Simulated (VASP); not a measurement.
# Br (Pm-3m) in VASP: further runs

Runs on Br. Level: PBE. Tasks: single point.

All numbers are computed with VASP 6.6.1; they aren't measurements. Logs are shortened: lines on timing, memory, paths and dates and some standing lists are left out, and cuts for length are marked.

### Step 1. The cell of the first run

It takes space group Pm-3m (No. 221, cubic). Conventional cell: a = 3.077 Å, b = 3.077 Å, c = 3.077 Å, α = 90.00°, β = 90.00°, γ = 90.00°. Br (site symmetry m-3m) has 6 Br at 3.08 Å within 4.0 Å.

### Step 2. Single point, PBE

Contents of INCAR:

```
SYSTEM = Br
ALGO = Normal ; EDIFF = 1E-6
ENCUT = 520 ; GGA = PE
ISIF = 2 ; ISMEAR = 1
LASPH = .TRUE. ; LCHARG = .FALSE.
LREAL = .FALSE. ; LWAVE = .FALSE.
NBANDS = 10 ; NELM = 100
PREC = Accurate ; SIGMA = 0.02
```

Contents of KPOINTS:

```
k-points
0
G
  14 14 14
  0 0 0
```

Contents of POSCAR:

```
Br
1.0
    3.0766231767      0.0000000000      0.0000000000
    0.0000000000      3.0766231767      0.0000000000
    0.0000000000      0.0000000000      3.0766231767
Br
1
Direct
    0.0000000000      0.0000000000      0.0000000000
```

Potentials or basis: VASP PAW PBE potentials, release 64 (Br).

On the command line:

```sh
cat potpaw_PBE.64/Br/POTCAR > POTCAR
mpirun -np 1 vasp_std > vasp.out
```

OUTCAR:

```text
SYSTEM = Br
   EDIFF = 1E-6
   ENCUT = 520
   GGA = PE
   ISIF = 2
   ISMEAR = 1
   LASPH = .TRUE.
   LREAL = .FALSE.
   NELM = 100
   PREC = Accurate

 ion  position               nearest neighbor table
   1  0.000  0.000  0.000-

  LATTYP: Found a simple cubic cell.
 ALAT       =     3.0766231767

  Lattice vectors:

 A1 = (   3.0766231767,   0.0000000000,   0.0000000000)
 A2 = (   0.0000000000,   3.0766231767,   0.0000000000)
 A3 = (   0.0000000000,   0.0000000000,   3.0766231767)

Analysis of symmetry for initial positions (statically):
=====================================================================
 Subroutine PRICEL returns:
 Original cell was already a primitive cell.

 Routine SETGRP: Setting up the symmetry group for a
 simple cubic supercell.

 Subroutine GETGRP returns: Found 48 space group operations
 (whereof 48 operations were pure point group operations)
 out of a pool of 48 trial point group operations.

The static configuration has the point symmetry O_h .

Analysis of symmetry for dynamics (positions and initial velocities):
=====================================================================
 Subroutine PRICEL returns:
 Original cell was already a primitive cell.

 Routine SETGRP: Setting up the symmetry group for a
 simple cubic supercell.

 Subroutine GETGRP returns: Found 48 space group operations
 (whereof 48 operations were pure point group operations)
 out of a pool of 48 trial point group operations.

The dynamic configuration has the point symmetry O_h .

 Subroutine INISYM returns: Found 48 space group operations
 (whereof 48 operations are pure point group operations),
 and found     1 'primitive' translations

----------------------------------------------------------------------------------------

                                     Primitive cell

  volume of cell :      29.1221

  direct lattice vectors                    reciprocal lattice vectors
     3.076623177  0.000000000  0.000000000     0.325031680  0.000000000  0.000000000
     0.000000000  3.076623177  0.000000000     0.000000000  0.325031680  0.000000000
     0.000000000  0.000000000  3.076623177     0.000000000  0.000000000  0.325031680

  length of vectors
     3.076623177  3.076623177  3.076623177     0.325031680  0.325031680  0.325031680

  position of ions in fractional coordinates (direct lattice)
     0.000000000  0.000000000  0.000000000

  ion indices of the primitive-cell ions
   primitive index   ion index
                 1           1

----------------------------------------------------------------------------------------

 KPOINTS: k-points

Automatic generation of k-mesh.
 Grid dimensions read from file:
 generate k-points for:   14   14   14

 Generating k-lattice:

  Cartesian coordinates                     Fractional coordinates (reciprocal lattice)
     0.023216549  0.000000000  0.000000000     0.071428571  0.000000000  0.000000000
     0.000000000  0.023216549  0.000000000     0.000000000  0.071428571  0.000000000
     0.000000000  0.000000000  0.023216549     0.000000000  0.000000000  0.071428571

  Length of vectors
     0.023216549  0.023216549  0.023216549

  Shift w.r.t. Gamma in fractional coordinates (k-lattice)
     0.000000000  0.000000000  0.000000000

 Subroutine IBZKPT returns following result:
 ===========================================

 Found    120 irreducible k-points:

 Following reciprocal coordinates:
            Coordinates               Weight
  0.000000  0.000000  0.000000      1.000000
  0.071429  0.000000  0.000000      6.000000
  0.142857  0.000000  0.000000      6.000000
  0.214286  0.000000  0.000000      6.000000
  0.285714  0.000000  0.000000      6.000000
  0.357143  0.000000  0.000000      6.000000
[... 16 lines left out ...]
  0.285714  0.214286  0.000000     24.000000
  0.357143  0.214286  0.000000     24.000000
 [... further k-points ...]
   k-points           NKPTS =    120   k-points in BZ     NKDIM =    120   number of bands    NBANDS=     10
   number of dos      NEDOS =    301   number of ions     NIONS =      1
   total plane-waves  NPLWV =  13824
   dimension x,y,z NGX =    24 NGY =   24 NGZ =   24
   dimension x,y,z NGXF=    48 NGYF=   48 NGZF=   48
   ions per type =               1
   NGX,Y,Z   is equivalent  to a cutoff of  12.97, 12.97, 12.97 a.u.
   NGXF,Y,Z  is equivalent  to a cutoff of  25.94, 25.94, 25.94 a.u.
 SYSTEM =  Br
   PREC   = accura    normal or accurate (medium, high low for compatibility)
   ISTART =      0    job   : 0-new  1-cont  2-samecut
   ICHARG =      2    charge: 1-file 2-atom 10-const
   ISPIN  =      1    spin polarized calculation?
   LNONCOLLINEAR =      F non collinear calculations
   LSORBIT =      F    spin-orbit coupling
   LASPH  =      T    aspherical Exc in radial PAW
   ENCUT  =  520.0 eV  38.22 Ry    6.18 a.u.   5.72  5.72  5.72*2*pi/ulx,y,z
   NELM   =    100;   NELMIN=  2; NELMDL= -5     # of ELM steps
   EDIFF  = 0.1E-05   stopping-criterion for ELM
   LREAL  =      F    real-space projection
   EDIFFG = 0.1E-04   stopping-criterion for IOM
   NSW    =      0    number of steps for IOM
   IBRION =     -1    ionic relax: 0-MD 1-quasi-New 2-CG
   NFREE  =      0    steps in history (QN), initial steepest desc. (CG)
   ISIF   =      2    stress and relaxation
   ISYM   =      2    0-nonsym 1-usesym 2-fastsym
   POTIM  = 0.5000    time-step for ionic-motion
   TEBEG  =    0.0;   TEEND  =   0.0 temperature during run
   PSTRESS=    0.0 pullay stress
   NELECT =       7.0000    total number of electrons
   NUPDOWN=      -1.0000    fix difference up-down
   EMIN   =  10.00;   EMAX   =-10.00  energy-range for DOS
   EFERMI =   0.00;   METHOD = LEGACY
   ISMEAR =     1;   SIGMA  =   0.02  broadening in eV -4-tet -1-fermi 0-gaus
   EFERMI_NEDOS =   21; number of points for ismear=-14 and -15
   IALGO  =     38    algorithm
   IMIX   =      4    mixing-type and parameters
     AMIX     =   0.40;   BMIX     =  1.00
     AMIX_MAG =   1.60;   BMIX_MAG =  1.00
  volume/ion in A,a.u.               =      29.12       196.53
  Fermi-wavevector in a.u.,A,eV,Ry     =   1.017888  1.923529 14.096934  1.036095
  Thomas-Fermi vector in A             =   2.151314
   LORBIT       =      0    0 simple, 1 ext, 2 COOP (PROOUT), +10 PAW based schemes
   GGA     = PE    functional components
   LHFCALC =     F    Hartree Fock is set to
   AEXX    =    0.0000 exact exchange contribution
   IVDW    =     0    specifies the selected vdW correction
   LEPSILON=     F    determine dielectric tensor
   LRPA    =     F    only Hartree local field effects (RPA)
 non-spin polarized calculation
 Methfessel and Paxton  Order N= 1 SIGMA  =   0.02
  energy-cutoff  :      520.00
  volume of cell :       29.12
 maximum number of plane-waves:       804
 NGX is ok and might be reduce to    24
   NGX = 11   NGY = 11   NGZ = 11

 number of electron       7.0000002 magnetization

 Free energy of the ion-electron system (eV)
  ---------------------------------------------------
  ext. energy  EPLUGINS =         0.00000000
  ---------------------------------------------------
  free energy    TOTEN  =        -1.20428662 eV

  energy without entropy =       -1.20420323  energy(sigma->0) =       -1.20425882

 E-fermi :   1.3052     XC(G=0):  -8.6636

 val. band max:        1.2982033392   @ k =   0.1429   0.0714   0.0000
 cond. band min:       1.3064893154   @ k =   0.2857   0.1429   0.0714
 fundamental gap:      0.0082859763
 Fermi energy:         1.3051514673

 k-point     1 :       0.0000    0.0000    0.0000
  band No.  band energies     occupation
      1     -14.4458      2.00000
      2       1.1562      2.00000
      3       1.1562      2.00000
      4       1.1562      2.00000
      5       7.7872      0.00000
      6      10.1618      0.00000
      7      10.1618      0.00000
      8      21.0953      0.00000
      9      21.0953      0.00000
     10      21.0953      0.00000

 k-point     2 :       0.0714    0.0000    0.0000
  band No.  band energies     occupation
      1     -14.4067      2.00000
      2       0.7703      2.00000
      3       1.1855      2.00000
      4       1.1855      2.00000
      5       8.0129      0.00000
      6      10.2190      0.00000
      7      10.5244      0.00000
      8      20.1221      0.00000
      9      20.1221      0.00000
     10      21.1346      0.00000

 k-point     3 :       0.1429    0.0000    0.0000
  band No.  band energies     occupation
      1     -14.2942      2.00000
      2      -0.1440      2.00000
      3       1.2693      2.02939
      4       1.2693      2.02939
      5       8.4642      0.00000
      6      10.3867      0.00000
      7      11.5607      0.00000
      8      18.7288      0.00000
      9      18.7288      0.00000
     10      20.6985      0.00000

 k-point     4 :       0.2143    0.0000    0.0000
  band No.  band energies     occupation
      1     -14.1226      2.00000
      2      -1.2182      2.00000
      3       1.3947     -0.00000
      4       1.3947     -0.00000
      5       8.9576      0.00000
      6      10.6515      0.00000
      7      12.9269      0.00000
      8      17.4384      0.00000
      9      17.4384      0.00000
     10      19.6959      0.00000

 k-point     5 :       0.2857    0.0000    0.0000
  band No.  band energies     occupation
      1     -13.9177      2.00000
      2      -2.2272      2.00000
      3       1.5404     -0.00000
      4       1.5404     -0.00000
      5       9.5057      0.00000
      6      10.9859      0.00000
      7      13.9136      0.00000
      8      16.3525      0.00000
      9      16.3525      0.00000
     10      19.5283      0.00000

 k-point     6 :       0.3571    0.0000    0.0000
  band No.  band energies     occupation
      1     -13.7175      2.00000
      2      -3.0412      2.00000
      3       1.6783     -0.00000
      4       1.6783     -0.00000
      5      10.1188      0.00000
      6      11.3387      0.00000
      7      13.9064      0.00000
      8      15.5296      0.00000
      9      15.5296      0.00000
     10      19.2823      0.00000

 k-point     7 :       0.4286    0.0000    0.0000
  band No.  band energies     occupation
      1     -13.5686      2.00000
      2      -3.5710      2.00000
      3       1.7779      0.00000
      4       1.7779      0.00000
      5      10.7344      0.00000
      6      11.6246      0.00000
      7      13.3471      0.00000
      8      15.0145      0.00000
      9      15.0145      0.00000
     10      18.5322      0.00000

 k-point     8 :       0.5000    0.0000    0.0000
  band No.  band energies     occupation
      1     -13.5132      2.00000
      2      -3.7553      2.00000
      3       1.8143      0.00000
      4       1.8143      0.00000
      5      11.0637      0.00000
      6      11.7379      0.00000
      7      12.9954      0.00000
      8      14.8389      0.00000
      9      14.8389      0.00000
     10      18.2640      0.00000

 k-point     9 :       0.0714    0.0714    0.0000
  band No.  band energies     occupation
      1     -14.3677      2.00000
      2       0.7645      2.00000
      3       0.8402      2.00000
      4       1.2147      2.00000
      5       8.2472      0.00000
      6      10.4377      0.00000
      7      10.7083      0.00000
      8      19.2415      0.00000
      9      19.8733      0.00000
     10      20.5992      0.00000
[... 118 lines left out ...]
 k-point    19 :       0.3571    0.1429    0.0000
  band No.  band energies     occupation
      1     -13.5713      2.00000
      2      -2.8749      2.00000
      3       0.5138      2.00000
      4       1.7830      0.00000
      5      10.4741      0.00000
      6      11.7815      0.00000
      7      13.2187      0.00000
      8      15.7390      0.00000
      9      16.0099      0.00000
     10      19.8827      0.00000

 k-point    20 :       0.4286    0.1429    0.0000
  band No.  band energies     occupation
      1     -13.4237      2.00000
      2      -3.4003      2.00000
      3       0.6419      2.00000
      4       1.8807      0.00000
      5      10.7934      0.00000
      6      11.6355      0.00000
      7      13.1738      0.00000
      8      15.2340      0.00000
      9      15.6934      0.00000
     10      20.0789      0.00000

 k-point    21 :       0.5000    0.1429    0.0000
  band No.  band energies     occupation
      1     -13.3687      2.00000
      2      -3.5831      2.00000
      3       0.6892      2.00000
      4       1.9165      0.00000
      5      10.8927      0.00000
      6      11.5881      0.00000
      7      13.1940      0.00000
      8      15.0612      0.00000
      9      15.5038      0.00000
     10      20.1548      0.00000

 k-point    22 :       0.2143    0.2143    0.0000
  band No.  band energies     occupation
      1     -13.8041      2.00000
      2      -1.0079      2.00000
      3      -0.7774      2.00000
      4       1.6253     -0.00000
      5       9.9487      0.00000
      6      11.8508      0.00000
      7      14.0325      0.00000
      8      15.1083      0.00000
      9      17.4418      0.00000
     10      18.5076      0.00000

 k-point    23 :       0.2857    0.2143    0.0000
  band No.  band energies     occupation
      1     -13.6026      2.00000
      2      -1.8914      2.00000
      3      -0.6790      2.00000
      4       1.7659      0.00000
      5      10.1485      0.00000
      6      11.5577      0.00000
      7      14.5045      0.00000
      8      15.8209      0.00000
      9      16.7267      0.00000
     10      18.4235      0.00000

 k-point    24 :       0.3571    0.2143    0.0000
  band No.  band energies     occupation
      1     -13.4061      2.00000
      2      -2.6859      2.00000
      3      -0.4871      2.00000
      4       1.8986      0.00000
      5       9.9833      0.00000
      6      11.5395      0.00000
      7      14.6412      0.00000
      8      15.9811      0.00000
      9      16.3173      0.00000
     10      18.6375      0.00000

 [... further k-points ...]
[... 5 lines left out ...]
  --------------------------------------------------------------------------------------
  -------------------------------------------------------------------------------------
  Total        0.1180382      0.1180382      0.1180382      0.0000000     -0.0000000      0.0000000
  in kB        6.4939676      6.4939676      6.4939676      0.0000000     -0.0000000      0.0000000
  external PRESSURE =       6.4939676 kB  Pullay stress =       0.0000000 kB

 VOLUME and BASIS-vectors are now :
 -----------------------------------------------------------------------------
  energy-cutoff  :      520.00
  volume of cell :       29.12
      direct lattice vectors                 reciprocal lattice vectors
     3.076623177  0.000000000  0.000000000     0.325031680  0.000000000  0.000000000
     0.000000000  3.076623177  0.000000000     0.000000000  0.325031680  0.000000000
     0.000000000  0.000000000  3.076623177     0.000000000  0.000000000  0.325031680

 POSITION                                       TOTAL-FORCE (eV/Angst)
 -----------------------------------------------------------------------------------
      0.00000      0.00000      0.00000         0.000000      0.000000      0.000000
 -----------------------------------------------------------------------------------
    total drift:                               -0.000000      0.000000      0.000000

  FREE ENERGIE OF THE ION-ELECTRON SYSTEM (eV)
  ---------------------------------------------------
  free  energy   TOTEN  =        -1.2042866185 eV

  energy  without entropy=       -1.2042032259  energy(sigma->0) =       -1.20425882
```

Run time: 22 s. Hardware: 1 thread of Intel Xeon 8259CL, shared host; peak memory 0.16 GiB.

Results:

- Free energy: -1.2043 eV
- Pressure: 0.6 GPa

Caveat: an odd number of electrons without spin polarisation forces a metal; a magnetic or distorted state may lie lower.

### Step 3. Single point, PBE

This run uses another cell than the first one, of 29.72 Å³/atom, 1.020 times its volume.

Contents of INCAR:

```
PREC = Accurate
ENCUT = 520
EDIFF = 1E-7
ISMEAR = 1
SIGMA = 0.02
LREAL = False
LASPH = True
NELM = 80
ALGO = Normal
ISIF = 2
LWAVE = False
LCHARG = False
GGA = PE
NBANDS = 10
```

Contents of KPOINTS:

```
Automatic mesh
0
Gamma
  14 14 14
```

Contents of POSCAR:

```
Br
1.0
    3.0974118018      0.0000000000      0.0000000000
    0.0000000000      3.0974118018      0.0000000000
    0.0000000000      0.0000000000      3.0974118018
Br
1
Direct
    0.0000000000      0.0000000000      0.0000000000
```

Potentials or basis: VASP PAW PBE potentials, release 64 (Br).

On the command line:

```sh
cat potpaw_PBE.64/Br/POTCAR > POTCAR
mpirun -np 1 vasp_std > vasp.out
```

OUTCAR:

```text
PREC = Accurate
   ENCUT = 520
   EDIFF = 1E-7
   ISMEAR = 1
   LREAL = False
   LASPH = True
   NELM = 80
   ISIF = 2
   GGA = PE

 ion  position               nearest neighbor table
   1  0.000  0.000  0.000-

  LATTYP: Found a simple cubic cell.
 ALAT       =     3.0974118018

  Lattice vectors:

 A1 = (   3.0974118018,   0.0000000000,   0.0000000000)
 A2 = (   0.0000000000,   3.0974118018,   0.0000000000)
 A3 = (   0.0000000000,   0.0000000000,   3.0974118018)

Analysis of symmetry for initial positions (statically):
[... 481 lines left out ...]
      2      -2.7743      2.00000
      3      -0.6418      2.00000
      4       1.6641      0.00000
      5       9.7890      0.00000
      6      11.3195      0.00000
      7      14.3512      0.00000
      8      15.7327      0.00000
      9      16.0151      0.00000
     10      18.3417      0.00000

 [... further k-points ...]
[... 5 lines left out ...]
  --------------------------------------------------------------------------------------
  -------------------------------------------------------------------------------------
  Total        0.0028563      0.0028563      0.0028563     -0.0000000      0.0000000     -0.0000000
  in kB        0.1539993      0.1539993      0.1539993     -0.0000000      0.0000000     -0.0000000
  external PRESSURE =       0.1539993 kB  Pullay stress =       0.0000000 kB

 VOLUME and BASIS-vectors are now :
 -----------------------------------------------------------------------------
  energy-cutoff  :      520.00
  volume of cell :       29.72
      direct lattice vectors                 reciprocal lattice vectors
     3.097411802  0.000000000  0.000000000     0.322850194  0.000000000  0.000000000
     0.000000000  3.097411802  0.000000000     0.000000000  0.322850194  0.000000000
     0.000000000  0.000000000  3.097411802     0.000000000  0.000000000  0.322850194

 POSITION                                       TOTAL-FORCE (eV/Angst)
 -----------------------------------------------------------------------------------
      0.00000      0.00000      0.00000         0.000000      0.000000      0.000000
 -----------------------------------------------------------------------------------
    total drift:                               -0.000000      0.000000      0.000000

  FREE ENERGIE OF THE ION-ELECTRON SYSTEM (eV)
  ---------------------------------------------------
  free  energy   TOTEN  =        -1.2055144053 eV

  energy  without entropy=       -1.2054133253  energy(sigma->0) =       -1.20548071
```

OSZICAR:

```text
N       E                     dE             d eps       ncg     rms          rms(c)
DAV:   1     0.202755223311E+02    0.20276E+02   -0.28164E+03  2400   0.528E+02
DAV:   2    -0.370224383866E+00   -0.20646E+02   -0.20134E+02  3120   0.934E+01
DAV:   3    -0.120050652826E+01   -0.83028E+00   -0.81910E+00  2898   0.178E+01
DAV:   4    -0.120314925094E+01   -0.26427E-02   -0.26425E-02  2894   0.121E+00
DAV:   5    -0.120315770153E+01   -0.84506E-05   -0.84506E-05  2920   0.649E-02    0.465E+00
DAV:   6    -0.120434281040E+01   -0.11851E-02   -0.93305E-04  2732   0.185E-01    0.283E+00
DAV:   7    -0.120549937718E+01   -0.11566E-02   -0.17955E-03  2596   0.265E-01    0.449E-02
DAV:   8    -0.120550665419E+01   -0.72770E-05   -0.76082E-05  2720   0.449E-02    0.912E-03
DAV:   9    -0.120551231285E+01   -0.56587E-05   -0.49879E-06  2662   0.133E-02    0.432E-03
DAV:  10    -0.120551431232E+01   -0.19995E-05   -0.29214E-06  2602   0.950E-03    0.303E-03
DAV:  11    -0.120551440526E+01   -0.92942E-07   -0.20114E-07  2734   0.250E-03
   1 F= -.12055144E+01 E0= -.12054807E+01  d E =-.101080E-03
```

Run time: 23 s. Hardware: 1 thread of Intel Xeon 8259CL, shared host; peak memory 0.16 GiB.

What came out:

```yaml
Free_energy: -1.2055 eV
Pressure: 0.0 GPa
```

Caveat: an odd number of electrons without spin polarisation forces a metal; a magnetic or distorted state may lie lower.
